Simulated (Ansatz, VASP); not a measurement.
K2S: VASP beside Ansatz

File POSCAR:

```
K2S
1.0
    0.0000000000      3.7027186978      3.7027186978
    3.7027186978      0.0000000000      3.7027186978
    3.7027186978      3.7027186978      0.0000000000
K S
2 1
Direct
    0.2500000000      0.2500000000      0.2500000000
    0.7500000000      0.7500000000      0.7500000000
    0.0000000000      0.0000000000      0.0000000000
```

Contents of INCAR.step1:

```
PREC     = Accurate       # precision mode
ENCUT    = 400            # plane-wave cutoff, eV
EDIFF    = 1E-5           # SCF threshold, eV
ISMEAR   = 0              # smearing method
SIGMA    = 0.01           # smearing width, eV
LREAL    = False          # projectors in reciprocal space
LASPH    = True           # aspherical terms in the spheres
NELM     = 120            # most SCF steps
ALGO     = Normal         # electronic algorithm
ISIF     = 2              # what is computed and relaxed
LWAVE    = True           # write WAVECAR
LCHARG   = False          # write CHGCAR
NBANDS   = 19             # bands
GGA      = PE             # functional
GGA_COMPAT= False
```

File INCAR.step2:

```
PREC     = Accurate       # precision mode
ENCUT    = 400            # plane-wave cutoff, eV
EDIFF    = 1E-6           # SCF threshold, eV
ISMEAR   = 0              # smearing method
SIGMA    = 0.01           # smearing width, eV
LREAL    = False          # projectors in reciprocal space
LASPH    = True           # aspherical terms in the spheres
NELM     = 120            # most SCF steps
ALGO     = Normal         # electronic algorithm
ISIF     = 2              # what is computed and relaxed
LWAVE    = False          # write WAVECAR
LCHARG   = False          # write CHGCAR
GGA      = PE             # functional
LHFCALC  = True           # exact exchange
AEXX     = 0.35           # exact-exchange fraction
HFSCREEN = 0.2078         # screening, 1/A
PRECFOCK = Normal       
NBANDS   = 19             # bands
ISTART   = 1            
GGA_COMPAT= False
```

File KPOINTS:

```
Automatic mesh
0
Gamma
  4 4 4
```

Input for Ansatz:

```yaml
crystal:
  lattice:
    - [0.0, 3.7027186978, 3.7027186978]
    - [3.7027186978, 0.0, 3.7027186978]
    - [3.7027186978, 3.7027186978, 0.0]
  atoms:
    - { symbol: K, position: [0.25, 0.25, 0.25] }
    - { symbol: K, position: [0.75, 0.75, 0.75] }
    - { symbol: S, position: [0.0, 0.0, 0.0] }
kpoints:
  mp_grid: { grid: [4, 4, 4] }
hamiltonian:
  xc:
    exchange: pbe
    correlation: pbe
    exx: { coeff: 0.35, omega: 0.2078 }
scf:
  occupations: { method: fixed }
  n_extra_bands: 4
output:
  forces: true
  stress: true
  eigenvalues: true
```

Alike in both runs: task single point; functional PBE-based screened hybrid; k mesh 4 × 4 × 4; no spin polarisation.

|  | VASP | Ansatz |
| --- | --- | --- |
| version | VASP 6.6.1 | Ansatz 0.2.0 |
| potentials or method | VASP PAW PBE potentials, release 64 (K_sv, S) | plane waves |
| plane-wave cutoff (eV) | 400 | 420 |
| occupations | gaussian, width 0.01 eV | fixed |
| valence electrons in the cell | 24 | 24 |

```tsv
	VASP	Ansatz	Ansatz less VASP
gap on the k mesh at the Fermi level (eV)	3.69	3.70	+0.002
pressure (GPa)	0.1	0.0	-0.06
```

VASP's potentials were made for PBE, not for PBE-based screened hybrid. Ansatz's warnings: stress exchange threshold loose, stress scf threshold loose.
